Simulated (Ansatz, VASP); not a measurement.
One calculation of KBr, two programs

```
K Br
1.0
     0.01637    3.28271    3.28271
     3.28271    0.01637    3.28271
     3.28271    3.28271    0.01637
K Br
1 1
Direct
  0.00000 0.00000 0.00000
  0.50000 0.50000 0.50000
```

Change from the starting cell: equal xy, yz and zx engineering shears of +0.5 %.

Alike in both runs: functional PBEsol; k mesh 6 × 6 × 6; non-collinear spin, spin-orbit coupling.

Ansatz relaxed the structure, and its values are those at the end. VASP's run is a single point on that final structure, the one shown.

|  | VASP | Ansatz |
| --- | --- | --- |
| version | VASP 6.6.1 | Ansatz 0.2.0 |
| potentials or method | VASP PAW PBE potentials, release 64 (K_sv, Br), cutoff 520 eV | all-electron LAPW |
| occupations | gaussian, width 0.01 eV | fixed |

```csv
,VASP,Ansatz,Ansatz less VASP
pressure (GPa),0.1,0.0,-0.06
```

VASP's potentials were made for PBE, not for PBEsol. Ansatz ran all-electron here, and VASP with PAW potentials.
